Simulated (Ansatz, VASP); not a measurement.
## One calculation of TePbI6, two programs

Contents of POSCAR:

```
TePbI6
1.0
    0.0000000000      6.0587401887      6.0587401887
    6.0587401887      0.0000000000      6.0587401887
    6.0587401887      6.0587401887      0.0000000000
Te Pb I
1 1 6
Direct
    0.5000000000      0.5000000000      0.5000000000
    0.0000000000      0.0000000000      0.0000000000
    0.7426376985      0.2573623015      0.2573623015
    0.2573623015      0.7426376985      0.7426376985
    0.2573623015      0.7426376985      0.2573623015
    0.7426376985      0.2573623015      0.7426376985
    0.2573623015      0.2573623015      0.7426376985
    0.7426376985      0.7426376985      0.2573623015
```

INCAR.step1

```
ALGO = Normal ; EDIFF = 1E-4
ENCUT = 520 ; GGA = PE
ISMEAR = -1 ; LASPH = T
LCHARG = F ; LREAL = F
LWAVE = T ; NBANDS = 41
NELM = 60 ; PREC = Accurate
SIGMA = 0.03
```

INCAR.step2

```
ALGO = Normal ; BPARAM = 11.95
CPARAM = 0.0093 ; EDIFF = 1E-6
ENCUT = 520 ; ISIF = 2
ISMEAR = -1 ; ISTART = 1
IVDW_NL = 2 ; LASPH = T
LCHARG = F ; LMIXTAU = T
LREAL = F ; LUSE_VDW = T
LWAVE = F ; METAGGA = R2SCAN
NBANDS = 41 ; NELM = 60
PREC = Accurate ; SIGMA = 0.03
```

KPOINTS

```
k-points
0
Gamma
  4 4 4
```

Input for Ansatz:

```yaml
crystal:
  lattice:
    - [0.0, 6.0587401887, 6.0587401887]
    - [6.0587401887, 0.0, 6.0587401887]
    - [6.0587401887, 6.0587401887, 0.0]
  atoms:
    - { symbol: Te, position: [0.5, 0.5, 0.5] }
    - { symbol: Pb, position: [0.0, 0.0, 0.0] }
    - { symbol: I, position: [0.7426376985, 0.2573623015, 0.2573623015] }
    - { symbol: I, position: [0.2573623015, 0.7426376985, 0.7426376985] }
    - { symbol: I, position: [0.2573623015, 0.7426376985, 0.2573623015] }
    - { symbol: I, position: [0.7426376985, 0.2573623015, 0.7426376985] }
    - { symbol: I, position: [0.2573623015, 0.2573623015, 0.7426376985] }
    - { symbol: I, position: [0.7426376985, 0.7426376985, 0.2573623015] }
kpoints:
  mp_grid: { grid: [4, 4, 4] }
  band_path:
    path:
      - [0.0, 0.0, 0.0]
      - [0.5, 0.0, 0.5]
      - [0.625, 0.25, 0.625]
      - [0.375, 0.375, 0.75]
      - [0.5, 0.5, 0.5]
      - [0.5, 0.25, 0.75]
    npoints: 1
hamiltonian:
  xc: r2scan
  dispersion: rvv10
scf:
  occupations: { method: fermi_dirac, width: 0.03 }
  n_extra_bands: 6
output:
  forces: true
  stress: true
  eigenvalues: true
```

Alike in both runs: task single point; functional r2SCAN; dispersion rVV10; k mesh 4 × 4 × 4; occupations fermi-dirac, width 0.03 eV; no spin polarisation.

```csv
,VASP,Ansatz
version,VASP 6.6.1,Ansatz 0.2.0
potentials or method,"VASP PAW PBE potentials, release 64 (Te, Pb_d, I)","plane waves, PAW"
plane-wave cutoff (eV),520,500
valence electrons in the cell,62,132
```

Ansatz gave:

```
pressure (GPa) : 0.0
```

Q: What did VASP give for the same quantities?

A: Pressure (GPa): 0.1.

VASP's potentials were made for PBE, not for r2SCAN. VASP's potentials hold 62 valence electrons a cell and Ansatz's 132, so a difference there can come from the potentials and not from the codes.

Neither program's run includes spin-orbit coupling.
